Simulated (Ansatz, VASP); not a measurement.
Mo in VASP and in Ansatz

The input INCAR:

```
SYSTEM = Mo
ALGO = Normal
EDIFF = 1E-6
ENCUT = 520
GGA = PS
ISIF = 2
ISMEAR = -1
LASPH = .True.
LCHARG = .False.
LREAL = .False.
LWAVE = .False.
NBANDS = 13
NELM = 100
PREC = Accurate
SIGMA = 0.1
```

File KPOINTS:

```
k-points
0
Gamma
  14 14 13
  0 0 0
```

The input POSCAR:

```
Mo
1.0
    2.7355104000      0.0273551040      0.0000000000
   -1.3440649850      2.3553439480      0.0000000000
    0.0000000000      0.0000000000      2.5551807000
Mo
1
Direct
    0.0000000000      0.0000000000      0.5000000000
```

Input for Ansatz:

```yaml
crystal:
  lattice:
    - [2.7355104, 0.027355104000000005, 0.0]
    - [-1.344064985, 2.3553439480000002, 0.0]
    - [0.0, 0.0, 2.5551807]
  atoms:
    - { symbol: Mo, position: [0.0, 0.0, 0.5] }
basis:
  ecutwfc: 520.0
kpoints:
  mp_grid:
    grid: [14, 14, 13]
hamiltonian:
  xc: pbesol
  pseudopotentials:
    kind: paw
scf:
  occupations:
    method: fermi_dirac
output:
  stress: true
```

Alike in both runs: task single point; functional PBEsol; k mesh 14 × 14 × 13; no spin polarisation.

```csv
,VASP,Ansatz
version,VASP 6.6.1,Ansatz 0.2.0
potentials or method,"VASP PAW PBE potentials, release 64 (Mo_sv), cutoff 520 eV","plane waves, PAW"
occupations,"fermi-dirac, width 0.1 eV",fermi-dirac
valence electrons in the cell,14,14
```

```tsv
	VASP	Ansatz	Ansatz less VASP
pressure (GPa)	-2.9	-3.5	-0.51
traceless stress, the component that is largest in VASP (GPa)	-4.44	-4.56	-0.121
```

VASP's potentials were made for PBE, not for PBEsol.
